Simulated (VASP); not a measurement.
# In2GaP3 (P3m1) in VASP: a series of runs

The runs below take In2GaP3 through single point, with PBE.

Program: VASP 6.6.1. These are calculated values, not measurements. Logs are shortened: lines on timing, memory, paths and dates and some standing lists are left out, and cuts for length are marked.

### Step 1. The cell of the first run

Symmetry: P3m1, No. 156, trigonal system. Conventional cell: a = 4.107 Å, b = 4.107 Å, c = 10.098 Å, α = 90.00°, β = 90.00°, γ = 120.00°. In (site symmetry 3m) has 4 P at 2.55 to 2.58 Å within 3.4 Å. In (site symmetry 3m) has 4 P at 2.54 to 2.57 Å within 3.4 Å. Ga (site symmetry 3m) has 4 P at 2.38 to 2.48 Å within 3.1 Å. Within 3.3 Å of P (site symmetry 3m) lie 3 Ga at 2.48 Å and 1 In at 2.58 Å. Within 3.1 Å of P (site symmetry 3m) lie 1 Ga at 2.38 Å and 3 In at 2.54 Å. P (site symmetry 3m) has 4 In at 2.55 to 2.57 Å within 3.4 Å.

### Step 2. Single point, PBE

Contents of INCAR:

```
  PREC = Accurate
  ENCUT = 520
  EDIFF = 1E-7
  ISMEAR = 0
  SIGMA = 0.02
  LREAL = F
  LASPH = T
  NELM = 80
  ALGO = Normal
  ISIF = 2
  LWAVE = F
  LCHARG = F
  GGA = PE
  NBANDS = 36
```

Contents of KPOINTS:

```
Automatic mesh
0
Gamma
  12 12 4
```

Contents of POSCAR:

```
In2GaP3
1.0
    4.1073098811      0.0000000000      0.0000000000
   -2.0536549405      3.5570346982      0.0000000000
    0.0000000000      0.0000000000     10.0978533579
In Ga P
2 1 3
Direct
    0.0000000000      0.0000000000      0.9931984109
    0.6666666667      0.3333333333      0.3389818411
    0.3333333333      0.6666666667      0.6657238407
    0.0000000000      0.0000000000      0.7375769374
    0.3333333333      0.6666666667      0.4297938020
    0.6666666667      0.3333333333      0.0847251678
```

Potentials or basis: VASP PAW PBE potentials, release 64 (In_d, Ga_d, P).

Started as:

```bash
> cat potpaw_PBE.64/In_d/POTCAR potpaw_PBE.64/Ga_d/POTCAR potpaw_PBE.64/P/POTCAR > POTCAR
> mpirun -np 1 vasp_std > vasp.out
```

OUTCAR:

```text
PREC = Accurate
   ENCUT = 520
   EDIFF = 1E-7
   ISMEAR = 0
   LREAL = F
   LASPH = T
   NELM = 80
   ISIF = 2
   GGA = PE

 ion  position               nearest neighbor table
   1  0.000  0.000  0.993-   6 2.55   6 2.55   6 2.55   4 2.58
   2  0.667  0.333  0.339-   5 2.54   5 2.54   5 2.54   6 2.57
   3  0.333  0.667  0.666-   5 2.38   4 2.48   4 2.48   4 2.48
   4  0.000  0.000  0.738-   3 2.48   3 2.48   3 2.48   1 2.58
   5  0.333  0.667  0.430-   3 2.38   2 2.54   2 2.54   2 2.54
   6  0.667  0.333  0.085-   1 2.55   1 2.55   1 2.55   2 2.57

  LATTYP: Found a hexagonal cell.
 ALAT       =     4.1073098811
 C/A-ratio  =     2.4585077947

  Lattice vectors:

 A1 = (   4.1073098811,   0.0000000000,   0.0000000000)
 A2 = (  -2.0536549405,   3.5570346982,   0.0000000000)
 A3 = (   0.0000000000,   0.0000000000,  10.0978533579)

Analysis of symmetry for initial positions (statically):
=====================================================================
 Subroutine PRICEL returns:
 Original cell was already a primitive cell.

 Routine SETGRP: Setting up the symmetry group for a
 hexagonal supercell.

 Subroutine GETGRP returns: Found  6 space group operations
 (whereof  6 operations were pure point group operations)
 out of a pool of 24 trial point group operations.

The static configuration has the point symmetry C_3v.

Analysis of symmetry for dynamics (positions and initial velocities):
=====================================================================
 Subroutine PRICEL returns:
 Original cell was already a primitive cell.

 Routine SETGRP: Setting up the symmetry group for a
 hexagonal supercell.

 Subroutine GETGRP returns: Found  6 space group operations
 (whereof  6 operations were pure point group operations)
 out of a pool of 24 trial point group operations.

The dynamic configuration has the point symmetry C_3v.

 Subroutine INISYM returns: Found  6 space group operations
 (whereof  6 operations are pure point group operations),
 and found     1 'primitive' translations

----------------------------------------------------------------------------------------

                                     Primitive cell

  volume of cell :     147.5281

  direct lattice vectors                    reciprocal lattice vectors
     4.107309881  0.000000000  0.000000000     0.243468360  0.140566523  0.000000000
    -2.053654940  3.557034698  0.000000000     0.000000000  0.281133046  0.000000000
     0.000000000  0.000000000 10.097853358     0.000000000  0.000000000  0.099030949

  length of vectors
     4.107309881  4.107309881 10.097853358     0.281133046  0.281133046  0.099030949

  position of ions in fractional coordinates (direct lattice)
     0.000000000  0.000000000  0.993198411
     0.666666667  0.333333333  0.338981841
     0.333333333  0.666666667  0.665723841
     0.000000000  0.000000000  0.737576937
     0.333333333  0.666666667  0.429793802
     0.666666667  0.333333333  0.084725168

  ion indices of the primitive-cell ions
   primitive index   ion index
                 1           1
                 2           2
                 3           3
                 4           4
                 5           5
                 6           6

----------------------------------------------------------------------------------------

 KPOINTS: Automatic mesh

Automatic generation of k-mesh.
 Grid dimensions read from file:
 generate k-points for:   12   12    4

 Generating k-lattice:

  Cartesian coordinates                     Fractional coordinates (reciprocal lattice)
     0.020289030  0.011713877  0.000000000     0.083333333 -0.000000000  0.000000000
     0.000000000  0.023427754  0.000000000     0.000000000  0.083333333  0.000000000
     0.000000000  0.000000000  0.024757737     0.000000000  0.000000000  0.250000000

  Length of vectors
     0.023427754  0.023427754  0.024757737

  Shift w.r.t. Gamma in fractional coordinates (k-lattice)
     0.000000000  0.000000000  0.000000000

 Subroutine IBZKPT returns following result:
 ===========================================

 Found     69 irreducible k-points:

 Following reciprocal coordinates:
            Coordinates               Weight
  0.000000  0.000000  0.000000      1.000000
  0.083333 -0.000000  0.000000      6.000000
  0.166667 -0.000000  0.000000      6.000000
  0.250000  0.000000  0.000000      6.000000
  0.333333 -0.000000  0.000000      6.000000
  0.416667 -0.000000  0.000000      6.000000
[... 16 lines left out ...]
  0.166667 -0.000000  0.250000      6.000000
  0.000000  0.166667  0.250000      6.000000
 [... further k-points ...]
   k-points           NKPTS =     69   k-points in BZ     NKDIM =     69   number of bands    NBANDS=     36
   number of dos      NEDOS =    301   number of ions     NIONS =      6
   total plane-waves  NPLWV =  81920
   dimension x,y,z NGX =    32 NGY =   32 NGZ =   80
   dimension x,y,z NGXF=    64 NGYF=   64 NGZF=  160
   ions per type =               2   1   3
   NGX,Y,Z   is equivalent  to a cutoff of  12.95, 12.95, 13.17 a.u.
   NGXF,Y,Z  is equivalent  to a cutoff of  25.90, 25.90, 26.34 a.u.
 SYSTEM =  unknown system
   PREC   = accura    normal or accurate (medium, high low for compatibility)
   ISTART =      0    job   : 0-new  1-cont  2-samecut
   ICHARG =      2    charge: 1-file 2-atom 10-const
   ISPIN  =      1    spin polarized calculation?
   LNONCOLLINEAR =      F non collinear calculations
   LSORBIT =      F    spin-orbit coupling
   LASPH  =      T    aspherical Exc in radial PAW
   ENCUT  =  520.0 eV  38.22 Ry    6.18 a.u.   7.64  7.64 18.78*2*pi/ulx,y,z
   NELM   =     80;   NELMIN=  2; NELMDL= -5     # of ELM steps
   EDIFF  = 0.1E-06   stopping-criterion for ELM
   LREAL  =      F    real-space projection
   EDIFFG = 0.1E-05   stopping-criterion for IOM
   NSW    =      0    number of steps for IOM
   IBRION =     -1    ionic relax: 0-MD 1-quasi-New 2-CG
   NFREE  =      0    steps in history (QN), initial steepest desc. (CG)
   ISIF   =      2    stress and relaxation
   ISYM   =      2    0-nonsym 1-usesym 2-fastsym
   POTIM  = 0.5000    time-step for ionic-motion
   TEBEG  =    0.0;   TEEND  =   0.0 temperature during run
   PSTRESS=    0.0 pullay stress
   NELECT =      54.0000    total number of electrons
   NUPDOWN=      -1.0000    fix difference up-down
   EMIN   =  10.00;   EMAX   =-10.00  energy-range for DOS
   EFERMI =   0.00;   METHOD = LEGACY
   ISMEAR =     0;   SIGMA  =   0.02  broadening in eV -4-tet -1-fermi 0-gaus
   EFERMI_NEDOS =   21; number of points for ismear=-14 and -15
   IALGO  =     38    algorithm
   IMIX   =      4    mixing-type and parameters
     AMIX     =   0.40;   BMIX     =  1.00
     AMIX_MAG =   1.60;   BMIX_MAG =  1.00
  volume/ion in A,a.u.               =      24.59       165.93
  Fermi-wavevector in a.u.,A,eV,Ry     =   1.171066  2.212993 18.658955  1.371395
  Thomas-Fermi vector in A             =   2.307515
   LORBIT       =      0    0 simple, 1 ext, 2 COOP (PROOUT), +10 PAW based schemes
   GGA     = PE    functional components
   LHFCALC =     F    Hartree Fock is set to
   AEXX    =    0.0000 exact exchange contribution
   IVDW    =     0    specifies the selected vdW correction
   LEPSILON=     F    determine dielectric tensor
   LRPA    =     F    only Hartree local field effects (RPA)
 non-spin polarized calculation
 Gauss-broadening in eV      SIGMA  =   0.02
  energy-cutoff  :      520.00
  volume of cell :      147.53
 maximum number of plane-waves:      4015
 NGX is ok and might be reduce to    32
   NGX = 15   NGY = 15   NGZ = 37

 number of electron      53.9999997 magnetization

 Free energy of the ion-electron system (eV)
  ---------------------------------------------------
  ext. energy  EPLUGINS =         0.00000000
  ---------------------------------------------------
  free energy    TOTEN  =       -25.75513392 eV

  energy without entropy =      -25.75513392  energy(sigma->0) =      -25.75513392

 E-fermi :   4.7643     XC(G=0):  -9.2535

 val. band max:        4.6506065424   @ k =   0.0000   0.0000   0.0000
 cond. band min:       5.0692081003   @ k =   0.0000   0.0000   0.0000
 fundamental gap:      0.4186015579
 Fermi energy:         4.7642755508

 k-point     1 :       0.0000    0.0000    0.0000
  band No.  band energies     occupation
      1     -10.0372      2.00000
      2      -9.9820      2.00000
      3      -9.9820      2.00000
      4      -9.9288      2.00000
      5      -9.9288      2.00000
      6      -9.5827      2.00000
[... 28 lines left out ...]
     35       9.3069      0.00000
     36       9.6987      0.00000

 k-point     2 :       0.0833   -0.0000    0.0000
  band No.  band energies     occupation
      1     -10.0366      2.00000
      2      -9.9840      2.00000
      3      -9.9805      2.00000
      4      -9.9295      2.00000
      5      -9.9287      2.00000
      6      -9.5863      2.00000
[... 28 lines left out ...]
     35       9.4448      0.00000
     36       9.5502      0.00000

 k-point     3 :       0.1667   -0.0000    0.0000
  band No.  band energies     occupation
      1     -10.0355      2.00000
      2      -9.9893      2.00000
      3      -9.9765      2.00000
      4      -9.9314      2.00000
      5      -9.9282      2.00000
      6      -9.5977      2.00000
[... 28 lines left out ...]
     35       9.4641      0.00000
     36       9.8291      0.00000
[... 742 lines left out ...]
 k-point    23 :       0.1667   -0.0000    0.2500
  band No.  band energies     occupation
      1     -10.0355      2.00000
      2      -9.9893      2.00000
      3      -9.9765      2.00000
      4      -9.9314      2.00000
      5      -9.9282      2.00000
      6      -9.5973      2.00000
[... 28 lines left out ...]
     35       9.3931      0.00000
     36       9.9805      0.00000

 k-point    24 :       0.0000    0.1667    0.2500
  band No.  band energies     occupation
      1     -10.0355      2.00000
      2      -9.9893      2.00000
      3      -9.9765      2.00000
      4      -9.9314      2.00000
      5      -9.9282      2.00000
      6      -9.5967      2.00000
[... 28 lines left out ...]
     35       9.5976      0.00000
     36       9.8098      0.00000

 [... further k-points ...]
[... 5 lines left out ...]
  --------------------------------------------------------------------------------------
  -------------------------------------------------------------------------------------
  Total       -0.0048647     -0.0048647     -0.0633626     -0.0000000     -0.0000000     -0.0000000
  in kB       -0.0528311     -0.0528311     -0.6881281     -0.0000000     -0.0000000     -0.0000000
  external PRESSURE =      -0.2645968 kB  Pullay stress =       0.0000000 kB

 VOLUME and BASIS-vectors are now :
 -----------------------------------------------------------------------------
  energy-cutoff  :      520.00
  volume of cell :      147.53
      direct lattice vectors                 reciprocal lattice vectors
     4.107309881  0.000000000  0.000000000     0.243468360  0.140566523  0.000000000
    -2.053654940  3.557034698  0.000000000     0.000000000  0.281133046  0.000000000
     0.000000000  0.000000000 10.097853358     0.000000000  0.000000000  0.099030949

 POSITION                                       TOTAL-FORCE (eV/Angst)
 -----------------------------------------------------------------------------------
      0.00000      0.00000     10.02917         0.000000     -0.000000      0.002476
      2.05365      1.18568      3.42299         0.000000     -0.000000      0.004341
     -0.00000      2.37136      6.72238        -0.000000      0.000000      0.000867
      0.00000      0.00000      7.44794         0.000000     -0.000000     -0.003783
     -0.00000      2.37136      4.33999         0.000000     -0.000000     -0.001708
      2.05365      1.18568      0.85554         0.000000     -0.000000     -0.002193
 -----------------------------------------------------------------------------------
    total drift:                               -0.000004      0.000002     -0.000633

  FREE ENERGIE OF THE ION-ELECTRON SYSTEM (eV)
  ---------------------------------------------------
  free  energy   TOTEN  =       -25.7551339225 eV

  energy  without entropy=      -25.7551339225  energy(sigma->0) =      -25.75513392
```

Wall time 6.9 min (1 thread of Intel Xeon 8259CL, shared host); peak memory 0.49 GiB.

Results:

```yaml
Free_energy: -25.7551 eV
Pressure: 0.0 GPa
Largest_force: 0.004 eV/Å
Band_gap_on_the_k_mesh: 0.42 eV
```

Forces on the atoms (eV/Å):
```
In   0.000  0.000  0.002
In   0.000  0.000  0.004
Ga   0.000  0.000  0.001
P    0.000  0.000 -0.004
P    0.000  0.000 -0.002
P    0.000  0.000 -0.002
```

Caveat: semilocal functionals underestimate gaps, and a narrow one can read as zero; spin-orbit coupling is left out, which moves the levels of the heavy elements.

### Step 3. Single point, PBE

Contents of INCAR:

```
SYSTEM = In2GaP3
  ALGO = Normal
  EDIFF = 1E-6
  ENCUT = 520
  GGA = PE
  ISIF = 2
  ISMEAR = 0
  LASPH = .True.
  LCHARG = .False.
  LREAL = .False.
  LWAVE = .False.
  NBANDS = 36
  NELM = 60
  PREC = Accurate
  SIGMA = 0.02
```

Contents of KPOINTS:

```
k-points
0
Gamma
  12 12 4
  0 0 0
```

POSCAR is that of step 2.

Potentials or basis: VASP PAW PBE potentials, release 64 (In_d, Ga_d, P).

Started as:

```bash
> cat potpaw_PBE.64/In_d/POTCAR potpaw_PBE.64/Ga_d/POTCAR potpaw_PBE.64/P/POTCAR > POTCAR
> mpirun -np 1 vasp_std > vasp.out
```

It took 6.5 min on 1 thread of Intel Xeon 8259CL, shared host; peak memory 0.49 GiB.

Results (log left out):

```
Free energy            : -25.7551 eV
Pressure               : 0.0 GPa
Largest force          : 0.004 eV/Å
Band gap on the k mesh : 0.42 eV
```

Forces on the atoms (eV/Å):
```
In   0.000  0.000  0.003
In   0.000  0.000  0.004
Ga   0.000  0.000  0.001
P    0.000  0.000 -0.004
P    0.000  0.000 -0.002
P    0.000  0.000 -0.002
```

Levels at points of the mesh, in eV from the valence-band top:
| k point | band 25 | band 26 | band 27 | band 28 | band 29 | band 30 |
| --- | --- | --- | --- | --- | --- | --- |
| (0.00, 0.00, 0.00) | -0.16 | 0.00 | 0.00 | 0.42 | 1.33 | 1.96 |
| (0.50, 0.00, 0.00) | -2.19 | -1.47 | -1.29 | 1.65 | 1.90 | 2.49 |
| (0.00, 0.00, 0.50) | -0.40 | -0.21 | -0.21 | 0.87 | 1.89 | 2.05 |
| (0.50, 0.00, 0.50) | -1.89 | -1.06 | -0.96 | 1.26 | 1.94 | 2.44 |

Caveat: semilocal functionals underestimate gaps, and a narrow one can read as zero; spin-orbit coupling is left out, which moves the levels of the heavy elements. A k mesh can miss the band edges.
